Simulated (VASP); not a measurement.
# Cl (Pm-3m) in VASP: a series of runs

Cl is run at these levels: PBEsol; tasks: single point, relaxation of cell and atoms.

Everything below comes from runs of VASP 6.6.1. Logs are shortened: lines on timing, memory, paths and dates and some standing lists are left out, and cuts for length are marked.

## 1. The cell of the first run

It takes space group Pm-3m (No. 221, cubic). Conventional cell: a = 2.769 Å, b = 2.769 Å, c = 2.769 Å, α = 90.00°, β = 90.00°, γ = 90.00°. Within 3.6 Å of Cl (site symmetry m-3m) lie 6 Cl at 2.77 Å.

## 2. Single point, PBEsol

File INCAR:

```
SYSTEM = Cl
PREC = Accurate
ENCUT = 520
EDIFF = 1E-7
ISMEAR = -1
SIGMA = 0.02
LREAL = .False.
LASPH = .True.
NELM = 80
ALGO = Normal
ISIF = 2
LWAVE = .False.
LCHARG = .False.
GGA = PS
NBANDS = 10
```

File KPOINTS:

```
regular mesh
0
Gamma
  6 6 6
  0 0 0
```

File POSCAR:

```
Cl
1.0
    2.7691292958      0.0000000000      0.0000000000
    0.0000000000      2.7691292958      0.0000000000
    0.0000000000      0.0000000000      2.7691292958
Cl
1
Direct
    0.0000000000      0.0000000000      0.0000000000
```

Potentials or basis: VASP PAW PBE potentials, release 64 (Cl).

Run with:

```console
$ cat potpaw_PBE.64/Cl/POTCAR > POTCAR
$ mpirun -np 1 vasp_std > vasp.out
```

OUTCAR:

```text
SYSTEM = Cl
   PREC = Accurate
   ENCUT = 520
   EDIFF = 1E-7
   ISMEAR = -1
   LREAL = .False.
   LASPH = .True.
   NELM = 80
   ISIF = 2
   GGA = PS

 ion  position               nearest neighbor table
   1  0.000  0.000  0.000-

  LATTYP: Found a simple cubic cell.
 ALAT       =     2.7691292958

  Lattice vectors:

 A1 = (   2.7691292958,   0.0000000000,   0.0000000000)
 A2 = (   0.0000000000,   2.7691292958,   0.0000000000)
 A3 = (   0.0000000000,   0.0000000000,   2.7691292958)

Analysis of symmetry for initial positions (statically):
=====================================================================
 Subroutine PRICEL returns:
 Original cell was already a primitive cell.

 Routine SETGRP: Setting up the symmetry group for a
 simple cubic supercell.

 Subroutine GETGRP returns: Found 48 space group operations
 (whereof 48 operations were pure point group operations)
 out of a pool of 48 trial point group operations.

The static configuration has the point symmetry O_h .

Analysis of symmetry for dynamics (positions and initial velocities):
=====================================================================
 Subroutine PRICEL returns:
 Original cell was already a primitive cell.

 Routine SETGRP: Setting up the symmetry group for a
 simple cubic supercell.

 Subroutine GETGRP returns: Found 48 space group operations
 (whereof 48 operations were pure point group operations)
 out of a pool of 48 trial point group operations.

The dynamic configuration has the point symmetry O_h .

 Subroutine INISYM returns: Found 48 space group operations
 (whereof 48 operations are pure point group operations),
 and found     1 'primitive' translations

----------------------------------------------------------------------------------------

                                     Primitive cell

  volume of cell :      21.2339

  direct lattice vectors                    reciprocal lattice vectors
     2.769129296  0.000000000  0.000000000     0.361124344  0.000000000  0.000000000
     0.000000000  2.769129296  0.000000000     0.000000000  0.361124344  0.000000000
     0.000000000  0.000000000  2.769129296     0.000000000  0.000000000  0.361124344

  length of vectors
     2.769129296  2.769129296  2.769129296     0.361124344  0.361124344  0.361124344

  position of ions in fractional coordinates (direct lattice)
     0.000000000  0.000000000  0.000000000

  ion indices of the primitive-cell ions
   primitive index   ion index
                 1           1

----------------------------------------------------------------------------------------

 KPOINTS: regular mesh

Automatic generation of k-mesh.
 Grid dimensions read from file:
 generate k-points for:    6    6    6

 Generating k-lattice:

  Cartesian coordinates                     Fractional coordinates (reciprocal lattice)
     0.060187391  0.000000000  0.000000000     0.166666667  0.000000000  0.000000000
     0.000000000  0.060187391  0.000000000     0.000000000  0.166666667  0.000000000
     0.000000000  0.000000000  0.060187391     0.000000000  0.000000000  0.166666667

  Length of vectors
     0.060187391  0.060187391  0.060187391

  Shift w.r.t. Gamma in fractional coordinates (k-lattice)
     0.000000000  0.000000000  0.000000000

 Subroutine IBZKPT returns following result:
 ===========================================

 Found     20 irreducible k-points:

 Following reciprocal coordinates:
            Coordinates               Weight
  0.000000  0.000000  0.000000      1.000000
  0.166667  0.000000  0.000000      6.000000
  0.333333  0.000000  0.000000      6.000000
  0.500000  0.000000  0.000000      3.000000
  0.166667  0.166667  0.000000     12.000000
  0.333333  0.166667  0.000000     24.000000
[... 12 lines left out ...]
  0.500000  0.500000  0.333333      6.000000
  0.500000  0.500000  0.500000      1.000000
   k-points           NKPTS =     20   k-points in BZ     NKDIM =     20   number of bands    NBANDS=     10
   number of dos      NEDOS =    301   number of ions     NIONS =      1
   total plane-waves  NPLWV =  13824
   dimension x,y,z NGX =    24 NGY =   24 NGZ =   24
   dimension x,y,z NGXF=    48 NGYF=   48 NGZF=   48
   ions per type =               1
   NGX,Y,Z   is equivalent  to a cutoff of  14.41, 14.41, 14.41 a.u.
   NGXF,Y,Z  is equivalent  to a cutoff of  28.82, 28.82, 28.82 a.u.
 SYSTEM =  Cl
   PREC   = accura    normal or accurate (medium, high low for compatibility)
   ISTART =      0    job   : 0-new  1-cont  2-samecut
   ICHARG =      2    charge: 1-file 2-atom 10-const
   ISPIN  =      1    spin polarized calculation?
   LNONCOLLINEAR =      F non collinear calculations
   LSORBIT =      F    spin-orbit coupling
   LASPH  =      T    aspherical Exc in radial PAW
   ENCUT  =  520.0 eV  38.22 Ry    6.18 a.u.   5.15  5.15  5.15*2*pi/ulx,y,z
   NELM   =     80;   NELMIN=  2; NELMDL= -5     # of ELM steps
   EDIFF  = 0.1E-06   stopping-criterion for ELM
   LREAL  =      F    real-space projection
   EDIFFG = 0.1E-05   stopping-criterion for IOM
   NSW    =      0    number of steps for IOM
   IBRION =     -1    ionic relax: 0-MD 1-quasi-New 2-CG
   NFREE  =      0    steps in history (QN), initial steepest desc. (CG)
   ISIF   =      2    stress and relaxation
   ISYM   =      2    0-nonsym 1-usesym 2-fastsym
   POTIM  = 0.5000    time-step for ionic-motion
   TEBEG  =    0.0;   TEEND  =   0.0 temperature during run
   PSTRESS=    0.0 pullay stress
   NELECT =       7.0000    total number of electrons
   NUPDOWN=      -1.0000    fix difference up-down
   EMIN   =  10.00;   EMAX   =-10.00  energy-range for DOS
   EFERMI =   0.00;   METHOD = LEGACY
   ISMEAR =    -1;   SIGMA  =   0.02  broadening in eV -4-tet -1-fermi 0-gaus
   EFERMI_NEDOS =   21; number of points for ismear=-14 and -15
   IALGO  =     38    algorithm
   IMIX   =      4    mixing-type and parameters
     AMIX     =   0.40;   BMIX     =  1.00
     AMIX_MAG =   1.60;   BMIX_MAG =  1.00
  volume/ion in A,a.u.               =      21.23       143.29
  Fermi-wavevector in a.u.,A,eV,Ry     =   1.130918  2.137124 17.401505  1.278975
  Thomas-Fermi vector in A             =   2.267615
   LORBIT       =      0    0 simple, 1 ext, 2 COOP (PROOUT), +10 PAW based schemes
   GGA     = PS    functional components
   LHFCALC =     F    Hartree Fock is set to
   AEXX    =    0.0000 exact exchange contribution
   IVDW    =     0    specifies the selected vdW correction
   LEPSILON=     F    determine dielectric tensor
   LRPA    =     F    only Hartree local field effects (RPA)
 non-spin polarized calculation
  energy-cutoff  :      520.00
  volume of cell :       21.23
 maximum number of plane-waves:       587
 NGX is ok and might be reduce to    24
   NGX = 11   NGY = 11   NGZ = 11

 number of electron       6.9999998 magnetization

 Free energy of the ion-electron system (eV)
  ---------------------------------------------------
  ext. energy  EPLUGINS =         0.00000000
  ---------------------------------------------------
  free energy    TOTEN  =        -1.49571544 eV

  energy without entropy =       -1.49468328  energy(sigma->0) =       -1.49519936

 E-fermi :   2.3496     XC(G=0):  -9.6089

 val. band max:        2.3472663829   @ k =   0.0000   0.0000   0.0000
 cond. band min:       2.5147257530   @ k =   0.1667   0.0000   0.0000
 fundamental gap:      0.1674593702
 Fermi energy:         2.3495866711

 k-point     1 :       0.0000    0.0000    0.0000
  band No.  band energies     occupation
      1     -13.9653      2.00000
      2       2.3473      1.05794
      3       2.3473      1.05794
      4       2.3473      1.05794
      5      10.6949      0.00000
      6      12.3193      0.00000
      7      12.3193      0.00000
      8      23.7819      0.00000
      9      23.7819      0.00000
     10      23.7819      0.00000

 k-point     2 :       0.1667    0.0000    0.0000
  band No.  band energies     occupation
      1     -13.6797      2.00000
      2       0.4912      2.00000
      3       2.5147      0.00052
      4       2.5147      0.00052
      5      11.4876      0.00000
      6      12.6605      0.00000
      7      14.3962      0.00000
      8      21.3676      0.00000
      9      21.3676      0.00000
     10      23.9641      0.00000

 k-point     3 :       0.3333    0.0000    0.0000
  band No.  band energies     occupation
      1     -13.0064      2.00000
      2      -2.2118      2.00000
      3       2.8782      0.00000
      4       2.8782      0.00000
      5      12.9057      0.00000
      6      13.4862      0.00000
      7      16.8060      0.00000
      8      18.6771      0.00000
      9      18.6771      0.00000
     10      24.3603      0.00000

 k-point     4 :       0.5000    0.0000    0.0000
  band No.  band energies     occupation
      1     -12.5937      2.00000
      2      -3.3918      2.00000
      3       3.0770      0.00000
      4       3.0770      0.00000
      5      14.0142      0.00000
      6      14.3818      0.00000
      7      15.8409      0.00000
      8      17.6467      0.00000
      9      17.6467      0.00000
     10      23.4437      0.00000
[... 170 lines left out ...]
 k-point    18 :       0.5000    0.3333    0.3333
  band No.  band energies     occupation
      1     -10.8209      2.00000
      2      -1.5938      2.00000
      3      -0.2237      2.00000
      4      -0.1924      2.00000
      5      10.6537      0.00000
      6      11.9229      0.00000
      7      13.3470      0.00000
      8      20.1993      0.00000
      9      22.6039      0.00000
     10      24.1448      0.00000

 k-point    19 :       0.5000    0.5000    0.3333
  band No.  band energies     occupation
      1     -10.4538      2.00000
      2      -1.2456      2.00000
      3      -1.2456      2.00000
      4       0.0877      2.00000
      5       9.9394      0.00000
      6      12.1814      0.00000
      7      12.1814      0.00000
      8      18.3595      0.00000
      9      23.5940      0.00000
     10      27.9890      0.00000

 k-point    20 :       0.5000    0.5000    0.5000
  band No.  band energies     occupation
      1     -10.0938      2.00000
      2      -0.9252      2.00000
      3      -0.9252      2.00000
      4      -0.9252      2.00000
      5      10.9315      0.00000
      6      10.9315      0.00000
      7      10.9315      0.00000
      8      16.3301      0.00000
      9      28.1296      0.00000
     10      28.1296      0.00000

------------------------ aborting loop because EDIFF is reached ----------------------------------------

  FORCE on cell =-STRESS in cart. coord.  units (eV):
  Direction    XX          YY          ZZ          XY          YZ          ZX
  --------------------------------------------------------------------------------------
  -------------------------------------------------------------------------------------
  Total       -0.0090513     -0.0090513     -0.0090513     -0.0000000     -0.0000000      0.0000000
  in kB       -0.6829535     -0.6829535     -0.6829535     -0.0000000     -0.0000000      0.0000000
  external PRESSURE =      -0.6829535 kB  Pullay stress =       0.0000000 kB

 VOLUME and BASIS-vectors are now :
 -----------------------------------------------------------------------------
  energy-cutoff  :      520.00
  volume of cell :       21.23
      direct lattice vectors                 reciprocal lattice vectors
     2.769129296  0.000000000  0.000000000     0.361124344  0.000000000  0.000000000
     0.000000000  2.769129296  0.000000000     0.000000000  0.361124344  0.000000000
     0.000000000  0.000000000  2.769129296     0.000000000  0.000000000  0.361124344

 POSITION                                       TOTAL-FORCE (eV/Angst)
 -----------------------------------------------------------------------------------
      0.00000      0.00000      0.00000         0.000000      0.000000      0.000000
 -----------------------------------------------------------------------------------
    total drift:                                0.000000      0.000000      0.000000

  FREE ENERGIE OF THE ION-ELECTRON SYSTEM (eV)
  ---------------------------------------------------
  free  energy   TOTEN  =        -1.4957154390 eV

  energy  without entropy=       -1.4946832758  energy(sigma->0) =       -1.49519936
```

It took 3.4 s on 1 thread of Intel Xeon 8259CL, shared host; peak memory 0.13 GiB.

Results:

| Quantity | Value |
| --- | --- |
| Free energy | -1.4957 eV |
| Pressure | -0.1 GPa |

Caveat: the k points lie up to 0.38 Å⁻¹ apart; the PAW data sets were made with another functional, which shifts forces and pressure a little; an odd number of electrons without spin polarisation forces a metal; a magnetic or distorted state may lie lower.

## 3. Relaxation of cell and atoms, PBEsol

This run uses another cell than the first one, of 24.64 Å³/atom, 1.161 times its volume.

File INCAR:

```
SYSTEM = Cl
  PREC = Accurate
  ENCUT = 600
  EDIFF = 1E-6
  ISMEAR = -1
  SIGMA = 0.02
  LREAL = .FALSE.
  LASPH = .TRUE.
  NELM = 100
  ALGO = Normal
  ISIF = 3
  LWAVE = .FALSE.
  LCHARG = .FALSE.
  GGA = PS
  IBRION = 2
  NSW = 60
  EDIFFG = -0.03
```

File KPOINTS:

```
regular mesh
0
G
  6 6 6
  0 0 0
```

File POSCAR:

```
Cl
1.0
    2.9100000000      0.0000000000      0.0000000000
    0.0000000000      2.9100000000      0.0000000000
    0.0000000000      0.0000000000      2.9100000000
Cl
1
Direct
    0.0000000000      0.0000000000      0.0000000000
```

Potentials or basis: VASP PAW PBE potentials, release 64 (Cl).

Run with:

```console
$ cat potpaw_PBE.64/Cl/POTCAR > POTCAR
$ mpirun -np 1 vasp_std > vasp.out
```

Run time: 7.8 s. Hardware: 1 thread of Intel Xeon 8259CL, shared host; peak memory 0.13 GiB.

The run converged. Its results:

| Property | Result |
| --- | --- |
| Free energy | -1.4959 eV |
| Relaxed volume | 21.29 Å³/atom |
| Relaxed cell | a = 2.772 Å, b = 2.772 Å, c = 2.772 Å, α = 90.00°, β = 90.00°, γ = 90.00° |
| Space group after relaxing (to 0.05 Å) | Pm-3m (No. 221) |
| Energy gained by relaxing | 60.5 meV/atom |
| Ionic steps | 3 |
| Pressure after relaxing | -0.1 GPa |

The path:
```csv
step,energy change (eV),largest force (eV/Å),pressure (GPa),volume (Å³)
1,0.0000,0.0000,-4.84,24.64
2,-0.0558,0.0000,-1.70,22.08
3,-0.0605,0.0000,-0.14,21.29
```

Final structure:
```
CELL_PARAMETERS angstrom
2.77177 0.00000 0.00000
0.00000 2.77177 0.00000
0.00000 0.00000 2.77177
ATOMIC_POSITIONS crystal
Cl 0.00000 0.00000 0.00000
```

Levels at points of the mesh, in eV from the Fermi level:
```tsv
k point	band 2	band 3	band 4	band 5	band 6	band 7
(0.00, 0.00, 0.00)	0.00	0.00	0.00	8.34	9.98	9.98
(0.50, 0.00, 0.00)	-5.72	0.72	0.72	11.67	12.02	13.48
(0.50, 0.50, 0.00)	-4.37	-4.37	1.36	5.93	13.84	16.84
(0.50, 0.50, 0.50)	-3.26	-3.26	-3.26	8.60	8.60	8.60
```

Caveat: the PAW data sets were made with another functional, which shifts forces and pressure a little; an odd number of electrons without spin polarisation forces a metal; a magnetic or distorted state may lie lower.
